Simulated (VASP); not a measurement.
Pt, 2 atoms in the cell. The typed cell holds 2 atoms: a = 3.715 Å, b = 3.715 Å, c = 3.900 Å, α = 90.00°, β = 90.00°, γ = 134.91°. 

- Program: VASP 6.6.1
- Task: single point
- Functional: RPBE
- Potentials or basis: VASP PAW PBE potentials, release 64 (Pt)
- Cutoff: 520 eV
- k mesh: 14 × 14 × 10
- Occupations: fermi-dirac, width 0.1 eV
- Spin: no spin polarisation
- Dipole correction: no
- Further INCAR settings: ALGO = Normal; EDIFF = 1e-06; NBANDS = 17

Potentials or basis: VASP PAW PBE potentials, release 64 (Pt).

Command:

```bash
$ cat potpaw_PBE.64/Pt/POTCAR > POTCAR
$ mpirun -np 1 vasp_std > vasp.out
```

Hardware: 1 thread of AMD EPYC 9R45 (Zen 5), with other jobs on the host.

**Question.** Estimate the wall time of this run.

**Answer.** Run time: 2.5 min on 1 thread of AMD EPYC 9R45 (Zen 5) (shared host), peak memory 0.36 GiB. Counts: scf iterations 11, k points 534.
